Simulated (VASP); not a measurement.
# Sn4SeS3 (I4/mmm) in VASP: single point with PBE

Aim: the single point of Sn4SeS3 with PBE.

Everything below comes from runs of VASP 6.6.1. Logs are shortened: lines on timing, memory, paths and dates and some standing lists are left out, and cuts for length are marked.

**1. The cell of the first run**

It takes space group I4/mmm (No. 139, tetragonal). Conventional cell: a = 5.908 Å, b = 5.908 Å, c = 11.805 Å, α = 90.00°, β = 90.00°, γ = 90.00°. Sn (site symmetry 4mm) has 5 S at 2.88 to 2.95 Å and 1 Se at 3.02 Å within 3.8 Å. Sn (site symmetry mmm) has 4 S at 2.95 Å and 2 Se at 2.95 Å within 3.9 Å. Within 3.9 Å of Se (site symmetry 4/mmm) lie 6 Sn at 2.95 to 3.02 Å. S (site symmetry 4/mmm) has 6 Sn at 2.88 to 2.95 Å within 3.8 Å. S (site symmetry -4m2) has 6 Sn at 2.95 Å within 3.9 Å.

**2. Single point, PBE**

INCAR reads:

```
  PREC = Accurate
  ENCUT = 520
  EDIFF = 1E-6
  ISMEAR = 0
  SIGMA = 0.02
  LREAL = F
  LASPH = T
  NELM = 100
  ALGO = Normal
  ISIF = 2
  LWAVE = F
  LCHARG = F
  GGA = PE
  NBANDS = 50
```

KPOINTS reads:

```
regular mesh
0
Gamma
  8 8 8
```

POSCAR reads:

```
Sn4SeS3
1.0
   -2.9541903830      2.9541903830      5.9025589184
    2.9541903830     -2.9541903830      5.9025589184
    2.9541903830      2.9541903830     -5.9025589184
Sn Se S
4 1 3
Direct
    0.7441524789      0.7441524789      0.0000000000
    0.2558475211      0.2558475211      0.0000000000
    0.5000000000      0.0000000000      0.5000000000
    0.0000000000      0.5000000000      0.5000000000
    0.0000000000      0.0000000000      0.0000000000
    0.5000000000      0.5000000000      0.0000000000
    0.2500000000      0.7500000000      0.5000000000
    0.7500000000      0.2500000000      0.5000000000
```

Potentials or basis: VASP PAW PBE potentials, release 64 (Sn_d, Se, S).

Command:

```
$ cat potpaw_PBE.64/Sn_d/POTCAR potpaw_PBE.64/Se/POTCAR potpaw_PBE.64/S/POTCAR > POTCAR
$ mpirun -np 1 vasp_std > vasp.out
```

OUTCAR:

```text
PREC = Accurate
   ENCUT = 520
   EDIFF = 1E-6
   ISMEAR = 0
   LREAL = F
   LASPH = T
   NELM = 100
   ISIF = 2
   GGA = PE

 ion  position               nearest neighbor table
   1  0.744  0.744  0.000-   6 2.88   8 2.95   7 2.95   7 2.95   8 2.95   5 3.02
   2  0.256  0.256  0.000-   6 2.88   7 2.95   8 2.95   7 2.95   8 2.95   5 3.02
   3  0.500  0.000  0.500-   7 2.95   8 2.95   5 2.95   6 2.95   6 2.95   5 2.95
   4  0.000  0.500  0.500-   7 2.95   8 2.95   5 2.95   6 2.95   5 2.95   6 2.95
   5  0.000  0.000  0.000-   3 2.95   4 2.95   4 2.95   3 2.95   1 3.02   2 3.02
   6  0.500  0.500  0.000-   1 2.88   2 2.88   3 2.95   4 2.95   3 2.95   4 2.95
   7  0.250  0.750  0.500-   3 2.95   4 2.95   2 2.95   1 2.95   2 2.95   1 2.95
   8  0.750  0.250  0.500-   3 2.95   4 2.95   2 2.95   1 2.95   2 2.95   1 2.95

  LATTYP: Found a body centered tetragonal cell.
 ALAT       =     5.9083807660
 C/A-ratio  =     1.9980292917

  Lattice vectors:

 A1 = (  -2.9541903830,   2.9541903830,   5.9025589184)
 A2 = (   2.9541903830,  -2.9541903830,   5.9025589184)
 A3 = (   2.9541903830,   2.9541903830,  -5.9025589184)

Analysis of symmetry for initial positions (statically):
=====================================================================
 Subroutine PRICEL returns:
 Original cell was already a primitive cell.

 Routine SETGRP: Setting up the symmetry group for a
 body centered tetragonal supercell.

 Subroutine GETGRP returns: Found 16 space group operations
 (whereof 16 operations were pure point group operations)
 out of a pool of 16 trial point group operations.

The static configuration has the point symmetry D_4h.

Analysis of symmetry for dynamics (positions and initial velocities):
=====================================================================
 Subroutine PRICEL returns:
 Original cell was already a primitive cell.

 Routine SETGRP: Setting up the symmetry group for a
 body centered tetragonal supercell.

 Subroutine GETGRP returns: Found 16 space group operations
 (whereof 16 operations were pure point group operations)
 out of a pool of 16 trial point group operations.

The dynamic configuration has the point symmetry D_4h.

 Subroutine INISYM returns: Found 16 space group operations
 (whereof 16 operations are pure point group operations),
 and found     1 'primitive' translations

----------------------------------------------------------------------------------------

                                     Primitive cell

  volume of cell :     206.0522
[... 109 lines left out ...]
   POTIM  = 0.5000    time-step for ionic-motion
   TEBEG  =    0.0;   TEEND  =   0.0 temperature during run
   PSTRESS=    0.0 pullay stress
   NELECT =      80.0000    total number of electrons
   NUPDOWN=      -1.0000    fix difference up-down
   EMIN   =  10.00;   EMAX   =-10.00  energy-range for DOS
   EFERMI =   0.00;   METHOD = LEGACY
   ISMEAR =     0;   SIGMA  =   0.02  broadening in eV -4-tet -1-fermi 0-gaus
   EFERMI_NEDOS =   21; number of points for ismear=-14 and -15
   IALGO  =     38    algorithm
   IMIX   =      4    mixing-type and parameters
     AMIX     =   0.40;   BMIX     =  1.00
     AMIX_MAG =   1.60;   BMIX_MAG =  1.00
  volume/ion in A,a.u.               =      25.76       173.81
  Fermi-wavevector in a.u.,A,eV,Ry     =   1.194297  2.256894 19.406611  1.426346
  Thomas-Fermi vector in A             =   2.330291
   LORBIT       =      0    0 simple, 1 ext, 2 COOP (PROOUT), +10 PAW based schemes
   GGA     = PE    functional components
   LHFCALC =     F    Hartree Fock is set to
   AEXX    =    0.0000 exact exchange contribution
   IVDW    =     0    specifies the selected vdW correction
   LEPSILON=     F    determine dielectric tensor
   LRPA    =     F    only Hartree local field effects (RPA)
 non-spin polarized calculation
 Gauss-broadening in eV      SIGMA  =   0.02
  energy-cutoff  :      520.00
  volume of cell :      206.05
 maximum number of plane-waves:      5581
 NGX is ok and might be reduce to    54
   NGX = 27   NGY = 27   NGZ = 27

 number of electron      80.0000007 magnetization

 Free energy of the ion-electron system (eV)
  ---------------------------------------------------
  ext. energy  EPLUGINS =         0.00000000
  ---------------------------------------------------
  free energy    TOTEN  =       -34.48132827 eV

  energy without entropy =      -34.48132827  energy(sigma->0) =      -34.48132827

 E-fermi :   6.2451     XC(G=0):  -9.6411

 val. band max:        6.1634858469   @ k =   0.3750   0.3750   0.1250
 cond. band min:       6.3259464328   @ k =   0.3750   0.3750   0.1250
 fundamental gap:      0.1624605859
 Fermi energy:         6.2450960637

 k-point     1 :       0.0000    0.0000    0.0000
  band No.  band energies     occupation
      1     -15.6303      2.00000
      2     -15.6211      2.00000
      3     -15.6201      2.00000
      4     -15.6167      2.00000
      5     -15.6090      2.00000
      6     -15.6090      2.00000
[... 1261 lines left out ...]
     49       9.0372      0.00000
     50       9.1166      0.00000

 [... further k-points ...]

------------------------ aborting loop because EDIFF is reached ----------------------------------------

  FORCE on cell =-STRESS in cart. coord.  units (eV):
  Direction    XX          YY          ZZ          XY          YZ          ZX
  --------------------------------------------------------------------------------------
  -------------------------------------------------------------------------------------
  Total       -0.0407873     -0.0407873     -0.0710071      0.0000000      0.0000000      0.0000000
  in kB       -0.3171452     -0.3171452     -0.5521216      0.0000000      0.0000000      0.0000000
  external PRESSURE =      -0.3954707 kB  Pullay stress =       0.0000000 kB

 VOLUME and BASIS-vectors are now :
 -----------------------------------------------------------------------------
  energy-cutoff  :      520.00
  volume of cell :      206.05
      direct lattice vectors                 reciprocal lattice vectors
    -2.954190383  2.954190383  5.902558918     0.000000000  0.169251110  0.084709023
     2.954190383 -2.954190383  5.902558918     0.169251110  0.000000000  0.084709023
     2.954190383  2.954190383 -5.902558918     0.169251110  0.169251110  0.000000000

 POSITION                                       TOTAL-FORCE (eV/Angst)
 -----------------------------------------------------------------------------------
      0.00000      0.00000      8.78481        -0.000000     -0.000000     -0.001836
      0.00000      0.00000      3.02031        -0.000000     -0.000000      0.001836
      0.00000      2.95419      0.00000         0.000000      0.000000     -0.000000
      2.95419      0.00000      0.00000         0.000000      0.000000     -0.000000
      0.00000      0.00000      0.00000         0.000000      0.000000     -0.000000
      0.00000      0.00000      5.90256         0.000000      0.000000     -0.000000
      2.95419      0.00000      2.95128         0.000000      0.000000     -0.000000
      0.00000      2.95419      2.95128         0.000000      0.000000     -0.000000
 -----------------------------------------------------------------------------------
    total drift:                                0.000000      0.000000     -0.000000

  FREE ENERGIE OF THE ION-ELECTRON SYSTEM (eV)
  ---------------------------------------------------
  free  energy   TOTEN  =       -34.4813282660 eV

  energy  without entropy=      -34.4813282660  energy(sigma->0) =      -34.48132827
```

OSZICAR:

```text
N       E                     dE             d eps       ncg     rms          rms(c)
DAV:   1     0.869507316873E+03    0.86951E+03   -0.37061E+04  6344   0.210E+03
DAV:   2     0.119295603922E+03   -0.75021E+03   -0.72552E+03  5908   0.598E+02
DAV:   3    -0.240559311047E+02   -0.14335E+03   -0.13566E+03  6986   0.204E+02
DAV:   4    -0.353190644026E+02   -0.11263E+02   -0.10979E+02  7020   0.555E+01
DAV:   5    -0.357527437273E+02   -0.43368E+00   -0.43123E+00  7646   0.113E+01    0.992E+00
DAV:   6    -0.344407055744E+02    0.13120E+01   -0.27440E+00  7786   0.720E+00    0.632E+00
DAV:   7    -0.344775560160E+02   -0.36850E-01   -0.83070E-01  7844   0.279E+00    0.318E+00
DAV:   8    -0.344838344411E+02   -0.62784E-02   -0.87393E-02  7764   0.181E+00    0.351E-01
DAV:   9    -0.344804077089E+02    0.34267E-02   -0.18271E-02  7490   0.755E-01    0.171E-01
DAV:  10    -0.344811716354E+02   -0.76393E-03   -0.35864E-03  8172   0.279E-01    0.945E-02
DAV:  11    -0.344812844396E+02   -0.11280E-03   -0.25057E-04  7454   0.118E-01    0.469E-02
DAV:  12    -0.344813219983E+02   -0.37559E-04   -0.13392E-04  7224   0.517E-02    0.127E-02
DAV:  13    -0.344813282647E+02   -0.62664E-05   -0.26974E-05  6626   0.304E-02    0.644E-03
DAV:  14    -0.344813282660E+02   -0.13697E-08   -0.32974E-06  5866   0.131E-02
   1 F= -.34481328E+02 E0= -.34481328E+02  d E =-.122248E-10
```

Run time: 13 min. Hardware: 1 thread of Intel Xeon Platinum 8259CL at 2.50GHz (Skylake/Cascade Lake), shared host; peak memory 0.72 GiB.

Results:

- Free energy: -34.4813 eV
- Pressure: 0.0 GPa
- Band gap on the k mesh: 0.16 eV

Levels at points of the mesh, in eV from the valence-band top:
```
           k point  band 37  band 38  band 39  band 40  band 41  band 42  band 43  band 44
(0.00, 0.00, 0.00)    -2.53    -2.53    -1.21    -1.01     1.54     1.55     3.00     4.14
(0.50, 0.00, 0.00)    -1.41    -1.29    -1.20    -0.98     1.29     1.32     1.48     1.51
(0.50, 0.50, 0.00)    -0.82    -0.66    -0.13    -0.07     0.37     0.45     0.99     1.09
(0.50, 0.50, 0.50)    -3.24    -3.24    -1.89    -1.80     1.88     2.00     2.97     2.97
```

Caveat: semilocal functionals underestimate gaps, and a narrow one can read as zero; spin-orbit coupling is left out, which moves the levels of the heavy elements. A k mesh can miss the band edges.
